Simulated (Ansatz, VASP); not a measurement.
**Two plane-wave programs on Se**

```
Se
1.0
     5.62475    3.24745    1.48853
    -5.62475    3.24745    1.48853
     0.00000   -6.49490    1.48853
Se
6
Cartesian
  0.6989 4.5012 2.4389
  3.5486 -2.8559 2.4389
  -4.2476 -1.6453 2.4389
  -0.6989 -4.5012 2.0267
  -3.5486 2.8559 2.0267
  4.2476 1.6453 2.0267
```

Alike in both runs: task single point; functional r2SCAN; k mesh 6 × 6 × 6; no spin polarisation.

```csv
,VASP,Ansatz
version,VASP 6.6.1,Ansatz 0.2.0
potentials or method,"VASP PAW PBE potentials, release 64 (Se)","plane waves, PAW"
plane-wave cutoff (eV),520,500
occupations,"gaussian, width 0.01 eV",fixed
valence electrons in the cell,36,96
```

|  | VASP | Ansatz | Ansatz less VASP |
| --- | --- | --- | --- |
| gap on the k mesh at the Fermi level (eV) | 1.51 | 1.52 | +0.009 |
| pressure (GPa) | 0.8 | 0.8 | +0.04 |
| traceless stress, the component that is largest in VASP (GPa) | 0.10 | 0.08 | -0.018 |
| rms of the force components (eV/Å) | 0.023 | 0.023 | -0.0001 |

VASP's potentials were made for PBE, not for r2SCAN. Atom by atom the forces differ by 0.001 eV/Å (rms over components). VASP's potentials hold 36 valence electrons a cell and Ansatz's 96, so a difference there can come from the potentials and not from the codes.
